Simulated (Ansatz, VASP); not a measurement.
## One calculation of In3GaAs4, two programs

```
CELL_PARAMETERS angstrom
4.33362 0.00000 0.00000
0.00000 4.33362 0.00000
0.00000 0.00000 12.04925
ATOMIC_POSITIONS crystal
In 0.50000 0.50000 0.24037
In 0.50000 0.50000 0.75963
In 0.00000 0.00000 0.50000
Ga 0.00000 0.00000 0.00000
As 0.50000 0.00000 0.11016
As 0.00000 0.50000 0.88984
As 0.00000 0.50000 0.37012
As 0.50000 0.00000 0.62988
```

Alike in both runs: task relaxation of cell and atoms; functional PBE; k mesh 8 × 8 × 4; occupations gaussian, width 0.1 eV; no spin polarisation.

|  | VASP | Ansatz |
| --- | --- | --- |
| version | VASP 6.6.1 | Ansatz 0.2.0 |
| potentials or method | VASP PAW PBE potentials, release 64 (In_d, Ga_d, As), cutoff 600 eV | scalar-relativistic, plane waves, PAW |
| valence electrons in the cell | 72 | 112 |

|  | VASP | Ansatz | Ansatz less VASP |
| --- | --- | --- | --- |
| gap on the k mesh at the Fermi level, each at its own relaxed structure (eV) | none | none | - |
| relaxed volume (Å³/atom) | 28.12 | 28.07 | -0.044 |
| relaxed length of the cell vector where the two differ most in proportion (Å) | 12.204 | 12.192 | -0.0111 |

A gap of «none» marks a metal or a gap that the smearing closes. VASP's potentials hold 72 valence electrons a cell and Ansatz's 112, so a difference there can come from the potentials and not from the codes.
